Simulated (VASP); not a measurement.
Wanted: the native input for a VASP 6.6.1 run.

- Task: single point
- Functional: r2SCAN
- Potentials or basis: VASP PAW PBE potentials, release 64 (Rh_pv)
- Cutoff: 520 eV
- k mesh: 6 × 6 × 3
- Occupations: fermi-dirac, width 0.1 eV
- Spin: no spin polarisation
- Dipole correction: no
- Further INCAR settings: ALGO = Normal; EDIFF = 1e-07; NBANDS = 22

The system is Rh.

```
CELL_PARAMETERS angstrom
2.73098 0.00000 0.00000
-1.36549 2.36510 0.00000
0.00000 0.00000 4.42849
ATOMIC_POSITIONS crystal
Rh 0.66667 0.33333 0.75000
Rh 0.33333 0.66667 0.25000
```

These files were run (other wordings do the same):

POSCAR

```
Rh
1.0
    2.7309790000      0.0000000000      0.0000000000
   -1.3654900000      2.3650970000      0.0000000000
    0.0000000000      0.0000000000      4.4284890000
Rh
2
Direct
    0.6666666667      0.3333333333      0.7500000000
    0.3333333333      0.6666666667      0.2500000000
```

INCAR.step1

```
  PREC = Accurate
  ENCUT = 520
  ISMEAR = -1
  SIGMA = 0.1
  LREAL = F
  LASPH = T
  NELM = 60
  NBANDS = 22
  GGA = PE
  ALGO = Normal
  EDIFF = 1E-4
  LWAVE = T
  LCHARG = F
```

INCAR.step2

```
  PREC = Accurate
  ENCUT = 520
  EDIFF = 1E-7
  ISMEAR = -1
  SIGMA = 0.1
  LREAL = F
  LASPH = T
  NELM = 60
  ALGO = Normal
  ISIF = 2
  LWAVE = F
  LCHARG = F
  METAGGA = R2SCAN
  LMIXTAU = T
  NBANDS = 22
  ISTART = 1
```

KPOINTS

```
regular mesh
0
Gamma
  6 6 3
```

Potentials or basis: VASP PAW PBE potentials, release 64 (Rh_pv).

Launch:

```console
$ cat potpaw_PBE.64/Rh_pv/POTCAR > POTCAR
$ cp INCAR.step1 INCAR
$ mpirun -np 1 vasp_std > vasp.out
$ cp INCAR.step2 INCAR
$ mpirun -np 1 vasp_std > vasp.out
```

Results of the run:

```
Pressure               : -8.0 GPa
Band gap on the k mesh : zero (band 15 reaches 11.68 eV, above the bottom of band 16 at 9.38 eV)
```

Caveat: the k points lie up to 0.47 Å⁻¹ apart; the PAW data sets were made with another functional, which shifts forces and pressure a little.

Wall time 29 s on 1 thread of AMD EPYC 7R13 Processor (Zen 3) (shared host), peak memory 0.12 GiB.
